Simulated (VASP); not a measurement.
# Al in VASP: notebook, part 2 of 2

VASP 6.6.1. Earlier steps stand in the parts before.

## (3) Single point, LDA

File INCAR:

```
SYSTEM = Al
PREC = Accurate ; ENCUT = 520
EDIFF = 1E-7 ; ISMEAR = 0
SIGMA = 0.1 ; LREAL = .FALSE.
LASPH = .TRUE. ; NELM = 60
ALGO = Fast ; ISIF = 2
LWAVE = .FALSE. ; LCHARG = .FALSE.
GGA = CA ; NBANDS = 12
```

File KPOINTS:

```
regular mesh
0
G
  9 9 14
  0 0 0
```

File POSCAR:

```
Al
1.0
    4.5319482457      0.0000000000     -0.0170356100
   -2.2659741228      3.9248100381      0.0085178050
   -1.5200949778      0.0000000000      2.4496782934
Al
3
Direct
    0.3333333333      0.6666666667      0.0000000000
    0.0000000000      0.0000000000      0.0000000000
    0.6666666667      0.3333333333      0.0000000000
```

Potentials or basis: VASP PAW LDA potentials, release 64 (Al).

Launch:

```bash
$ cat potpaw_LDA.64/Al/POTCAR > POTCAR
$ mpirun -np 1 vasp_std > vasp.out
```

OUTCAR:

```text
SYSTEM = Al
   PREC = Accurate
   ENCUT = 520
   EDIFF = 1E-7
   ISMEAR = 0
   LREAL = .FALSE.
   LASPH = .TRUE.
   NELM = 60
   ISIF = 2
   GGA = CA

 ion  position               nearest neighbor table
   1  0.333  0.667  0.000-   2 2.62   3 2.62   3 2.62   2 2.62   2 2.62   3 2.62   2 2.87   2 2.87
                             3 2.87   3 2.87
   2  0.000  0.000  0.000-   1 2.62   3 2.62   1 2.62   3 2.62   3 2.62   1 2.62   1 2.87   3 2.87
                             3 2.87   1 2.87
   3  0.667  0.333  0.000-   2 2.62   1 2.62   1 2.62   2 2.62   2 2.62   1 2.62   2 2.87   2 2.87
                             1 2.87   1 2.87
[... 9 lines left out ...]
 A1 = (   2.2659741228,  -3.9248100381,  -0.0085178050)
[... 577 lines left out ...]
  -------------------------------------------------------------------------------------
  Total        4.8264947      4.9407274      0.0031081      0.0000000      0.0000000     -0.0202278
  in kB      177.8869074    182.0971043      0.1145543      0.0000000      0.0000000     -0.7455219
  external PRESSURE =     120.0328553 kB  Pullay stress =       0.0000000 kB

 VOLUME and BASIS-vectors are now :
 -----------------------------------------------------------------------------
  energy-cutoff  :      520.00
  volume of cell :       43.47
      direct lattice vectors                 reciprocal lattice vectors
     4.531948246  0.000000000 -0.017035610     0.221171551  0.127394701  0.137243231
    -2.265974123  3.924810038  0.008517805     0.000000000  0.254789401  0.000000000
    -1.520094978  0.000000000  2.449678293     0.001538076 -0.000000000  0.409171288

 POSITION                                       TOTAL-FORCE (eV/Angst)
 -----------------------------------------------------------------------------------
     -0.00000      2.61654      0.00000         0.000000      0.000000     -0.000000
      0.00000      0.00000      0.00000         0.000000     -0.000000      0.000000
      2.26597      1.30827     -0.00852        -0.000000     -0.000000      0.000000
 -----------------------------------------------------------------------------------
    total drift:                                0.000000      0.000000     -0.000000

  FREE ENERGIE OF THE ION-ELECTRON SYSTEM (eV)
  ---------------------------------------------------
  free  energy   TOTEN  =       -12.2755767769 eV

  energy  without entropy=      -12.2717038461  energy(sigma->0) =      -12.27364031
```

OSZICAR:

```text
N       E                     dE             d eps       ncg     rms          rms(c)
DAV:   1     0.320207145307E+01    0.32021E+01   -0.31077E+03  7736   0.540E+02
DAV:   2    -0.119398004945E+02   -0.15142E+02   -0.14381E+02  9752   0.817E+01
DAV:   3    -0.123812224202E+02   -0.44142E+00   -0.43875E+00 10052   0.107E+01
DAV:   4    -0.123832136841E+02   -0.19913E-02   -0.19904E-02  8904   0.919E-01
DAV:   5    -0.123832259150E+02   -0.12231E-04   -0.12230E-04  9816   0.727E-02    0.294E+00
RMM:   6    -0.123170278075E+02    0.66198E-01   -0.50271E-03  7708   0.346E-01    0.168E+00
RMM:   7    -0.122757448226E+02    0.41283E-01   -0.12938E-02  8061   0.558E-01    0.225E-01
RMM:   8    -0.122755643864E+02    0.18044E-03   -0.11380E-03  8312   0.222E-01    0.645E-02
RMM:   9    -0.122755775131E+02   -0.13127E-04   -0.14099E-04  8652   0.903E-02    0.529E-02
RMM:  10    -0.122755807625E+02   -0.32493E-05   -0.25301E-05  8764   0.331E-02    0.739E-02
RMM:  11    -0.122755766245E+02    0.41380E-05   -0.10040E-05  8650   0.199E-02    0.175E-02
RMM:  12    -0.122755767647E+02   -0.14024E-06   -0.14080E-06  8891   0.782E-03    0.118E-02
RMM:  13    -0.122755767769E+02   -0.12122E-07   -0.11892E-07  6919   0.251E-03
   1 F= -.12275577E+02 E0= -.12273640E+02  d E =-.387293E-02
```

stdout:

```text
POSCAR found type information on POSCAR Al
 POSCAR found :  1 types and       3 ions
 scaLAPACK will be used
 LDA part: xc-table for (Slater(with rela. corr.)+CA(PZ))
 , standard interpolation
 POSCAR, INCAR and KPOINTS ok, starting setup
 FFT: planning ... GRIDC
 FFT: planning ... GRID_SOFT
 FFT: planning ... GRID
 WAVECAR not read
 entering main loop
```

Run time: 79 s. Hardware: 1 thread of Intel Xeon 6975P-C (Granite Rapids), shared host; peak memory 0.24 GiB.

Results:

```yaml
Free_energy: -12.2756 eV
Pressure: 12.0 GPa
```

## (4) Single point, LDA

This run uses another cell than the first one, of 14.90 Å³/atom, 1.028 times its volume.

File INCAR:

```
SYSTEM = Al
PREC = Accurate
ENCUT = 520
EDIFF = 1E-7
ISMEAR = 0
SIGMA = 0.1
LREAL = .False.
LASPH = .True.
NELM = 80
ALGO = Fast
ISIF = 2
LWAVE = .False.
LCHARG = .False.
GGA = CA
NBANDS = 12
```

File KPOINTS:

```
regular mesh
0
Gamma
  9 9 14
  0 0 0
```

File POSCAR:

```
Al
1.0
    4.5319802640      0.0000000000      0.0000000000
   -2.2659901320      3.9248100381      0.0000000000
   -1.5106600880      0.0000000000      2.5128013192
Al
3
Direct
    0.3333333333      0.6666666667      0.0000000000
    0.0000000000      0.0000000000      0.0000000000
    0.6666666667      0.3333333333      0.0000000000
```

Launch:

```bash
$ cat potpaw_LDA.64/Al/POTCAR > POTCAR
$ mpirun -np 1 vasp_std > vasp.out
```

Wall time 59 s (1 thread of Intel Xeon 6975P-C (Granite Rapids), shared host); peak memory 0.24 GiB.

Results (log left out):

```
Free energy : -12.2600 eV
Pressure    : 9.7 GPa
```

Stress tensor (GPa, compression positive):
```
16.35  0.00 -0.24
 0.00 16.67  0.00
-0.24  0.00 -3.77
```

Levels at points of the mesh, in eV from the Fermi level:
| k point | band 1 | band 2 | band 3 | band 4 | band 5 | band 6 | band 7 | band 8 | band 9 |
| --- | --- | --- | --- | --- | --- | --- | --- | --- | --- |
| (0.00, 0.00, 0.00) | -11.75 | -2.66 | -2.66 | -0.90 | -0.90 | 1.15 | 1.15 | 6.49 | 6.49 |
| (0.00, 0.00, 0.50) | -6.43 | -5.63 | -2.38 | -2.38 | -1.64 | -1.64 | 3.25 | 3.25 | 3.39 |
